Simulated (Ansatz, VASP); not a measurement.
## SiC: VASP beside Ansatz

INCAR

```
PREC = Accurate ; ENCUT = 520
EDIFF = 1E-6 ; ISMEAR = 0
SIGMA = 0.05 ; LREAL = F
LASPH = T ; NELM = 100
ALGO = Normal ; ISIF = 2
LWAVE = F ; LCHARG = T
GGA = PE ; LELF = T
LVHAR = T ; NBANDS = 11
```

The input KPOINTS:

```
Automatic mesh
0
Gamma
  12 12 12
```

The input POSCAR:

```
SiC
1.0
    0.0000000000      2.1665666382      2.1665666382
    2.1665666382      0.0000000000      2.1665666382
    2.2136533531      2.2136533531     -0.0470867149
Si C
1 1
Direct
    0.0000000000      0.0000000000      0.0000000000
    0.7500000000      0.7500000000      0.7500000000
```

Input for Ansatz:

```yaml
crystal:
  lattice:
    - [0.0, 2.1665666382, 2.1665666382]
    - [2.1665666382, 0.0, 2.1665666382]
    - [2.2136533531, 2.2136533531, -0.0470867149]
  atoms:
    - { symbol: Si, position: [0.0, 0.0, 0.0] }
    - { symbol: C, position: [0.75, 0.75, 0.75] }
basis:
  ecutwfc: 520.0
kpoints:
  mp_grid: { grid: [12, 12, 12] }
hamiltonian:
  xc: pbe
scf:
  occupations: { method: gaussian, width: 0.05 }
output:
  forces: true
  stress: true
  eigenvalues: true
```

Alike in both runs: task single point; functional PBE; k mesh 12 × 12 × 12; occupations gaussian, width 0.05 eV; no spin polarisation.

```csv
,VASP,Ansatz
version,VASP 6.6.1,Ansatz 0.2.0
potentials or method,"VASP PAW PBE potentials, release 64 (Si, C), cutoff 520 eV","scalar-relativistic, plane waves, PAW"
valence electrons in the cell,8,8
```

Ansatz gave:

- gap on the k mesh at the Fermi level (eV): 1.29
- least direct gap on the mesh (eV): 4.35
- pressure (GPa): 0.3
- traceless stress, the component that is largest in VASP (GPa): -5.49
- rms of the force components (eV/Å): 0.134

What did VASP give for the same quantities?

gap on the k mesh at the Fermi level (eV): 1.29; least direct gap on the mesh (eV): 4.35; pressure (GPa): 0.3; traceless stress, the component that is largest in VASP (GPa): -5.51; rms of the force components (eV/Å): 0.134.

Atom by atom the forces differ by 0.000 eV/Å (rms over components). With one functional, cell and mesh, what is left measures potentials, basis and numerics.
